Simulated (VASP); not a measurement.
Here is a VASP 6.6.1 calculation.

INCAR

```
SYSTEM = Bi3S
ALGO = Normal ; EDIFF = 1E-6
ENCUT = 520 ; GGA = PE
ISIF = 2 ; ISMEAR = 0
LASPH = .TRUE. ; LCHARG = .FALSE.
LREAL = .FALSE. ; LWAVE = .FALSE.
NBANDS = 34 ; NELM = 60
PREC = Accurate ; SIGMA = 0.1
```

Contents of KPOINTS:

```
k-points
0
G
  4 4 2
  0 0 0
```

File POSCAR:

```
Bi3S
1.0
    3.6518932238      0.0000000000      0.0000000000
    0.0000000000      3.6518932238      0.0000000000
    0.0000000000      0.0000000000      8.1964956326
Bi S
3 1
Direct
    0.0000000000      0.0000000000      0.7077766796
    0.0000000000      0.0000000000      0.2922233204
    0.5000000000      0.5000000000      0.0000000000
    0.5000000000      0.5000000000      0.5000000000
```

Potentials or basis: VASP PAW PBE potentials, release 64 (Bi_d, S).

Command:

```sh
$ cat potpaw_PBE.64/Bi_d/POTCAR potpaw_PBE.64/S/POTCAR > POTCAR
$ mpirun -np 1 vasp_std > vasp.out
```

Estimate the pressure.

-0.1 GPa.

What does it give for the band gap on the k mesh?

Zero (an odd number of electrons rules out a gap without spin polarisation).

Predict the largest force.

0.004 eV/Å.

Forces in eV/Å, atoms in the order of the input:
```
Bi   0.000  0.000  0.004
Bi   0.000  0.000 -0.004
Bi   0.000  0.000  0.000
S    0.000  0.000  0.000
```

Caveat: the k points lie up to 0.43 Å⁻¹ apart, too coarse for converged energies and pressures of a metal; spin-orbit coupling is left out, which moves the levels of the heavy elements.
